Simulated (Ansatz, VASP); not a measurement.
## MgO in VASP and in Ansatz

```
Mg O
1.0
     0.00000    2.07276    2.07276
     2.07276    0.00000    2.07276
     2.07276    2.07276    0.00000
Mg O
1 1
Cartesian
  0.0000 0.0000 0.0000
  2.0728 2.0728 2.0728
```

Alike in both runs: task single point; functional PBE; k mesh 8 × 8 × 8; no spin polarisation.

|  | VASP | Ansatz |
| --- | --- | --- |
| version | VASP 6.6.1 | Ansatz 0.2.0 |
| potentials or method | VASP PAW PBE potentials, release 64 (Mg, O), cutoff 600 eV | plane waves, PAW |
| occupations | gaussian, width 0.01 eV | fixed |
| valence electrons in the cell | 8 | 16 |

|  | VASP | Ansatz | Ansatz less VASP |
| --- | --- | --- | --- |
| pressure (GPa) | 12.5 | 13.6 | +1.01 |

VASP's potentials hold 8 valence electrons a cell and Ansatz's 16, so a difference there can come from the potentials and not from the codes.
